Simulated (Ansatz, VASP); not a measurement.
GaN: VASP beside Ansatz

Contents of INCAR:

```
SYSTEM = GaN
  PREC = Accurate
  ENCUT = 600
  EDIFF = 1E-6
  ISMEAR = 0
  SIGMA = 0.02
  LREAL = .FALSE.
  LASPH = .TRUE.
  NELM = 120
  ALGO = Normal
  ISIF = 2
  LWAVE = .FALSE.
  LCHARG = .FALSE.
  GGA = PE
  NBANDS = 16
  GGA_COMPAT = .FALSE.
```

KPOINTS

```
Automatic mesh
0
G
  12 12 12
  0 0 0
```

Contents of POSCAR:

```
GaN
1.0
    0.0000000000      2.0690399557      2.0690399557
    2.0690399557      0.0000000000      2.0690399557
    2.0690399557      2.0690399557      0.0000000000
Ga N
1 1
Direct
    0.5000000000      0.5000000000      0.5000000000
    0.0000000000      0.0000000000      0.0000000000
```

Input for Ansatz:

```yaml
crystal:
  lattice:
    - [0.0, 2.0690399557, 2.0690399557]
    - [2.0690399557, 0.0, 2.0690399557]
    - [2.0690399557, 2.0690399557, 0.0]
  atoms:
    - { symbol: Ga, position: [0.5, 0.5, 0.5] }
    - { symbol: "N", position: [0.0, 0.0, 0.0] }
basis:
  ecutwfc: 420
kpoints:
  mp_grid: { grid: [12, 12, 12] }
hamiltonian:
  xc: pbe
scf:
  occupations: { method: gaussian, width: 0.02 }
output:
  forces: true
  stress: true
  eigenvalues: true
```

Alike in both runs: task single point; functional PBE; k mesh 12 × 12 × 12; occupations gaussian, width 0.02 eV; no spin polarisation.

|  | VASP | Ansatz |
| --- | --- | --- |
| version | VASP 6.6.1 | Ansatz 0.2.0 |
| potentials or method | VASP PAW PBE potentials, release 64 (Ga_d, N), cutoff 600 eV | scalar-relativistic, plane waves, PAW |
| valence electrons in the cell | 18 | 18 |

|  | VASP | Ansatz | Ansatz less VASP |
| --- | --- | --- | --- |
| gap on the k mesh at the Fermi level (eV) | 1.00 | 1.01 | +0.012 |
| least direct gap on the mesh (eV) | 3.58 | 3.57 | -0.008 |
| pressure (GPa) | 24.9 | 24.1 | -0.80 |
